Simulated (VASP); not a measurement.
Li2S:

```xyz
3
Lattice="0.0000 2.8453 2.8453 2.8453 0.0000 2.8453 2.8453 2.8453 0.0000" Properties=species:S:1:pos:R:3 pbc="T T T"
Li    1.4226    1.4226    1.4226
Li    4.2679    4.2679    4.2679
S     0.0000    0.0000    0.0000
```

Base run:

* Program: VASP 6.6.1
* Functional: r2SCAN
* Potentials or basis: VASP PAW PBE potentials, release 64 (Li_sv, S)
* Cutoff: 830 eV
* k mesh: 6 × 6 × 6
* Occupations: gaussian, width 0.01 eV
* Spin: no spin polarisation

Its results: band gap on the k mesh 3.86 eV (least direct gap 5.05 eV); pressure -0.2 GPa.

Question: The run is repeated on the same cell with these changes: functional from r2SCAN to PBE-based screened hybrid with 35 % exact exchange; cutoff from 830 eV to 650 eV; k mesh from 6 × 6 × 6 to 4 × 4 × 4. What comes out?

Answer: Band gap on the k mesh 4.03 eV (least direct gap 5.04 eV); pressure -0.5 GPa.

Several settings changed at once.

Caveats: some runs use coarse meshes; the PAW data sets were made with another functional, which shifts forces and pressure a little.

A k mesh can miss the band edges.
